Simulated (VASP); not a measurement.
# CdTe (I-4m2) in VASP: single point with PBEsol

Aim: the single point of CdTe with PBEsol.

Program: VASP 6.6.1. These are calculated values, not measurements. Logs are shortened: lines on timing, memory, paths and dates and some standing lists are left out, and cuts for length are marked.

## Step 1: The cell of the first run

The structure is tetragonal, space group I-4m2 (No. 119). Conventional cell: a = 4.680 Å, b = 4.680 Å, c = 6.313 Å, α = 90.00°, β = 90.00°, γ = 90.00°. Cd (site symmetry -4m2) has 4 Te at 2.82 Å within 3.7 Å. Te (site symmetry -4m2) has 4 Cd at 2.82 Å within 3.7 Å.

## Step 2: Single point, PBEsol, non-collinear spin, zero start, spin-orbit coupling (film at in-plane strain +0.02)

INCAR reads:

```
SYSTEM = CdTe
PREC     = Accurate       ! precision mode
ENCUT    = 520            ! plane-wave cutoff, eV
EDIFF    = 1E-6           ! SCF threshold, eV
ISMEAR   = 0              ! smearing method
SIGMA    = 0.01           ! smearing width, eV
LREAL    = .FALSE.        ! projectors in reciprocal space
LASPH    = .TRUE.         ! aspherical terms in the spheres
NELM     = 150            ! most SCF steps
ALGO     = Normal         ! electronic algorithm
ISIF     = 2              ! what is computed and relaxed
LWAVE    = .FALSE.        ! write WAVECAR
LCHARG   = .FALSE.        ! write CHGCAR
LNONCOLLINEAR= .TRUE.         ! non-collinear magnetism
MAGMOM   = 0 0 0 0 0 0    ! initial moments
LORBIT   = 11             ! projections on sites
LSORBIT  = .TRUE.         ! spin-orbit coupling
GGA_COMPAT= .FALSE.      
LORBMOM  = .TRUE.       
GGA      = PS             ! functional
NBANDS   = 30             ! bands
```

KPOINTS reads:

```
regular mesh
0
G
  6 6 6
  0 0 0
```

POSCAR reads:

```
CdTe
1.0
    3.3095987339      3.3095987339      0.0000000000
   -3.3095987339      3.3095987339      0.0000000000
    0.0000000000      3.3095987339      3.1563388381
Cd Te
1 1
Direct
    0.0000000000      0.0000000000      0.0000000000
    0.7500000000      0.2500000000      0.5000000000
```

Potentials or basis: VASP PAW PBE potentials, release 64 (Cd, Te).

Launch:

```
> cat potpaw_PBE.64/Cd/POTCAR potpaw_PBE.64/Te/POTCAR > POTCAR
> mpirun -np 1 vasp_ncl > vasp.out
```

OUTCAR:

```text
SYSTEM = CdTe
   PREC = Accurate
   ENCUT = 520
   EDIFF = 1E-6
   ISMEAR = 0
   LREAL = .FALSE.
   LASPH = .TRUE.
   NELM = 150
   ISIF = 2
   LNONCOLLINEAR = .TRUE.
   LORBIT = 11
   LSORBIT = .TRUE.
   GGA = PS

 ion  position               nearest neighbor table
   1  0.000  0.000  0.000-   2 2.82   2 2.82   2 2.82   2 2.82
   2  0.750  0.250  0.500-   1 2.82   1 2.82   1 2.82   1 2.82

  LATTYP: Found a body centered tetragonal cell.
 ALAT       =     4.6804794155
 C/A-ratio  =     1.3487245890

  Lattice vectors:

 A1 = (   3.3095987339,   0.0000000000,  -3.1563388381)
 A2 = (  -3.3095987339,   0.0000000000,  -3.1563388381)
 A3 = (   0.0000000000,   3.3095987339,   3.1563388381)

Analysis of symmetry for initial positions (statically):
=====================================================================
 Subroutine PRICEL returns:
 Original cell was already a primitive cell.

 Routine SETGRP: Setting up the symmetry group for a
 body centered tetragonal supercell.

 Subroutine GETGRP returns: Found  8 space group operations
 (whereof  8 operations were pure point group operations)
 out of a pool of 16 trial point group operations.

The static configuration has the point symmetry D_2d.

Analysis of symmetry for dynamics (positions and initial velocities):
=====================================================================
 Subroutine PRICEL returns:
 Original cell was already a primitive cell.

 Routine SETGRP: Setting up the symmetry group for a
 body centered tetragonal supercell.

 Subroutine GETGRP returns: Found  8 space group operations
 (whereof  8 operations were pure point group operations)
 out of a pool of 16 trial point group operations.

The dynamic configuration has the point symmetry D_2d.

Analysis of structural, dynamic, and magnetic symmetry:
=====================================================================
 Subroutine PRICEL returns:
 Original cell was already a primitive cell.

 Routine SETGRP: Setting up the symmetry group for a
 body centered tetragonal supercell.

 Subroutine GETGRP returns: Found  8 space group operations
 (whereof  8 operations were pure point group operations)
 out of a pool of 16 trial point group operations.

The overall configuration has the point symmetry D_2d.

 Subroutine INISYM returns: Found  8 space group operations
 (whereof  8 operations are pure point group operations),
 and found     1 'primitive' translations

----------------------------------------------------------------------------------------

                                     Primitive cell

  volume of cell :      69.1456

  direct lattice vectors                    reciprocal lattice vectors
     3.309598734  3.309598734  0.000000000     0.151075716  0.151075716 -0.158411383
    -3.309598734  3.309598734  0.000000000    -0.151075716  0.151075716 -0.158411383
     0.000000000  3.309598734  3.156338838     0.000000000  0.000000000  0.316822766

  length of vectors
     4.680479415  4.680479415  4.573392465     0.265973515  0.265973515  0.316822766

  position of ions in fractional coordinates (direct lattice)
     0.000000000  0.000000000  0.000000000
     0.750000000  0.250000000  0.500000000

  ion indices of the primitive-cell ions
   primitive index   ion index
                 1           1
                 2           2

----------------------------------------------------------------------------------------

 KPOINTS: regular mesh

Automatic generation of k-mesh.
 Grid dimensions read from file:
 generate k-points for:    6    6    6

 Generating k-lattice:

  Cartesian coordinates                     Fractional coordinates (reciprocal lattice)
     0.025179286  0.025179286 -0.026401897     0.166666667  0.000000000  0.000000000
    -0.025179286  0.025179286 -0.026401897     0.000000000  0.166666667  0.000000000
     0.000000000  0.000000000  0.052803794     0.000000000  0.000000000  0.166666667

  Length of vectors
     0.044328919  0.044328919  0.052803794

  Shift w.r.t. Gamma in fractional coordinates (k-lattice)
     0.000000000  0.000000000  0.000000000

 Subroutine IBZKPT returns following result:
 ===========================================

 Found     41 irreducible k-points:

 Following reciprocal coordinates:
            Coordinates               Weight
  0.000000  0.000000  0.000000      1.000000
  0.166667  0.000000 -0.000000      4.000000
 -0.166667  0.000000  0.000000      4.000000
  0.333333  0.000000  0.000000      4.000000
[... 48 lines left out ...]
   TEBEG  =    0.0;   TEEND  =   0.0 temperature during run
   PSTRESS=    0.0 pullay stress
   NELECT =      18.0000    total number of electrons
   NUPDOWN=      -1.0000    fix difference up-down
   EMIN   =  10.00;   EMAX   =-10.00  energy-range for DOS
   EFERMI =   0.00;   METHOD = LEGACY
   ISMEAR =     0;   SIGMA  =   0.01  broadening in eV -4-tet -1-fermi 0-gaus
   EFERMI_NEDOS =   21; number of points for ismear=-14 and -15
   IALGO  =     38    algorithm
   IMIX   =      4    mixing-type and parameters
     AMIX     =   0.40;   BMIX     =  1.00
     AMIX_MAG =   1.60;   BMIX_MAG =  1.00
  volume/ion in A,a.u.               =      34.57       233.31
  Fermi-wavevector in a.u.,A,eV,Ry     =   1.045308  1.975346 14.866659  1.092669
  Thomas-Fermi vector in A             =   2.180098
   LORBIT       =     11    0 simple, 1 ext, 2 COOP (PROOUT), +10 PAW based schemes
   GGA     = PS    functional components
   LHFCALC =     F    Hartree Fock is set to
   AEXX    =    0.0000 exact exchange contribution
   IVDW    =     0    specifies the selected vdW correction
   LEPSILON=     F    determine dielectric tensor
   LRPA    =     F    only Hartree local field effects (RPA)
 Gauss-broadening in eV      SIGMA  =   0.01
  energy-cutoff  :      520.00
  volume of cell :       69.15
 maximum number of plane-waves:      3766
   NGX = 17   NGY = 17   NGZ = 17

 number of electron      18.0000002 magnetization       0.0000000      0.0000000      0.0000000

 number of electron      18.0000002 magnetization      -0.0000000      0.0000000      0.0000000

 number of electron      18.0000002 magnetization      -0.0000000     -0.0000000      0.0000000

 Free energy of the ion-electron system (eV)
  ---------------------------------------------------
  ext. energy  EPLUGINS =         0.00000000
  ---------------------------------------------------
  free energy    TOTEN  =        -5.60524949 eV

  energy without entropy =       -5.60524949  energy(sigma->0) =       -5.60524949

 E-fermi :   2.4403     XC(G=0):  -8.7115

 val. band max:        2.3915884365   @ k =   0.0000   0.0000   0.0000
 cond. band min:       2.6785902614   @ k =   0.0000   0.0000   0.0000
 fundamental gap:      0.2870018249
 Fermi energy:         2.4402576596

 k-point     1 :       0.0000    0.0000    0.0000
  band No.  band energies     occupation
      1      -9.0401      1.00000
      2      -9.0401      1.00000
      3      -6.4475      1.00000
      4      -6.4475      1.00000
      5      -6.4444      1.00000
      6      -6.4444      1.00000
[... 781 lines left out ...]
     29      12.0614      0.00000
     30      12.1110      0.00000

 [... further k-points ...]
[... 5 lines left out ...]
  --------------------------------------------------------------------------------------
  -------------------------------------------------------------------------------------
  Total       -0.2413242     -0.2413242      0.0804167      0.0000000      0.0000000      0.0000000
  in kB       -5.5917420     -5.5917420      1.8633407      0.0000000      0.0000000      0.0000000
  external PRESSURE =      -3.1067144 kB  Pullay stress =       0.0000000 kB

 VOLUME and BASIS-vectors are now :
 -----------------------------------------------------------------------------
  energy-cutoff  :      520.00
  volume of cell :       69.15
      direct lattice vectors                 reciprocal lattice vectors
     3.309598734  3.309598734  0.000000000     0.151075716  0.151075716 -0.158411383
    -3.309598734  3.309598734  0.000000000    -0.151075716  0.151075716 -0.158411383
     0.000000000  3.309598734  3.156338838     0.000000000  0.000000000  0.316822766

 POSITION                                       TOTAL-FORCE (eV/Angst)
 -----------------------------------------------------------------------------------
      0.00000      0.00000      0.00000        -0.000000     -0.000000      0.000000
      1.65480      4.96440      1.57817         0.000000      0.000000      0.000000
 -----------------------------------------------------------------------------------
    total drift:                               -0.000000     -0.000000      0.000000

  FREE ENERGIE OF THE ION-ELECTRON SYSTEM (eV)
  ---------------------------------------------------
  free  energy   TOTEN  =        -5.6052494932 eV

  energy  without entropy=       -5.6052494932  energy(sigma->0) =       -5.60524949

 orbital moment (x)

 # of ion     p       d       tot
 ----------------------------------------
  1         0.000  -0.000  -0.000
  2        -0.000   0.000  -0.000
 ----------------------------------------
            0.000  -0.000  -0.000

 orbital moment (y)

 # of ion     p       d       tot
 ----------------------------------------
  1        -0.000   0.000   0.000
  2        -0.000  -0.000  -0.000
 ----------------------------------------
           -0.000   0.000   0.000

 orbital moment (z)

 # of ion     p       d       tot
 ----------------------------------------
  1         0.000   0.000   0.000
  2         0.000   0.000   0.000
 ----------------------------------------
            0.000   0.000   0.000

 Spin-Orbit-Coupling matrix elements

 Ion:    1  E_soc:     -0.0608328
 l=   1
     0.0000000    -0.0031435    -0.0031413
    -0.0031435     0.0000000    -0.0031435
    -0.0031413    -0.0031435     0.0000000
 l=   2
     0.0000000    -0.0014031     0.0000000    -0.0014031    -0.0055898
    -0.0014031     0.0000000    -0.0041934    -0.0014043    -0.0014004
     0.0000000    -0.0041934     0.0000000    -0.0041934     0.0000000
    -0.0014031    -0.0014043    -0.0041934     0.0000000    -0.0014004
    -0.0055898    -0.0014004     0.0000000    -0.0014004     0.0000000
 l=   3
     0.0000000     0.0000000     0.0000000     0.0000000     0.0000000     0.0000000     0.0000000
     0.0000000     0.0000000     0.0000000     0.0000000     0.0000000     0.0000000     0.0000000
     0.0000000     0.0000000     0.0000000     0.0000000     0.0000000     0.0000000     0.0000000
     0.0000000     0.0000000     0.0000000     0.0000000     0.0000000     0.0000000     0.0000000
     0.0000000     0.0000000     0.0000000     0.0000000     0.0000000     0.0000000     0.0000000
     0.0000000     0.0000000     0.0000000     0.0000000     0.0000000     0.0000000     0.0000000
     0.0000000     0.0000000     0.0000000     0.0000000     0.0000000     0.0000000     0.0000000

 Ion:    2  E_soc:     -0.1967118
 l=   1
     0.0000000    -0.0328242    -0.0324897
    -0.0328242     0.0000000    -0.0328242
    -0.0324897    -0.0328242     0.0000000
 l=   2
     0.0000000    -0.0000300     0.0000000    -0.0000300    -0.0000428
    -0.0000300     0.0000000    -0.0000318    -0.0000290    -0.0000113
     0.0000000    -0.0000318     0.0000000    -0.0000318     0.0000000
    -0.0000300    -0.0000290    -0.0000318     0.0000000    -0.0000113
    -0.0000428    -0.0000113     0.0000000    -0.0000113     0.0000000
 l=   3
     0.0000000     0.0000000     0.0000000     0.0000000     0.0000000     0.0000000     0.0000000
     0.0000000     0.0000000     0.0000000     0.0000000     0.0000000     0.0000000     0.0000000
     0.0000000     0.0000000     0.0000000     0.0000000     0.0000000     0.0000000     0.0000000
     0.0000000     0.0000000     0.0000000     0.0000000     0.0000000     0.0000000     0.0000000
     0.0000000     0.0000000     0.0000000     0.0000000     0.0000000     0.0000000     0.0000000
     0.0000000     0.0000000     0.0000000     0.0000000     0.0000000     0.0000000     0.0000000
     0.0000000     0.0000000     0.0000000     0.0000000     0.0000000     0.0000000     0.0000000

 total charge

# of ion       s       p       d       tot
------------------------------------------
    1        0.471   0.310   9.528  10.309
    2        1.353   2.039   0.021   3.412
--------------------------------------------------
tot          1.824   2.350   9.548  13.722

 magnetization (x)

# of ion       s       p       d       tot
------------------------------------------
    1        0.000   0.000  -0.000  -0.000
    2        0.000   0.000  -0.000  -0.000
--------------------------------------------------
tot          0.000   0.000  -0.000  -0.000

 magnetization (y)

# of ion       s       p       d       tot
------------------------------------------
    1        0.000   0.000   0.000   0.000
    2        0.000   0.000   0.000   0.000
--------------------------------------------------
tot          0.000   0.000   0.000   0.000

 magnetization (z)

# of ion       s       p       d       tot
------------------------------------------
    1        0.000   0.000  -0.000  -0.000
    2       -0.000   0.000   0.000   0.000
--------------------------------------------------
tot         -0.000   0.000  -0.000  -0.000
```

Wall time 5.5 min (1 thread of Intel Xeon 8259CL, shared host); peak memory 0.45 GiB.

What came out:

- Free energy: -5.6052 eV
- Pressure: -0.3 GPa
- Net moment: 0.00 μB per cell
- Valence electrons inside the program's atomic spheres: Cd 10.31; Te 3.41

Moments on the atoms (μB; x, y, z):
```
Cd  0.00 0.00 0.00
Te  0.00 0.00 0.00
```

Caveat: the cell differs from its parent crystal (film at in-plane strain +0.02); the PAW data sets were made with another functional, which shifts forces and pressure a little.
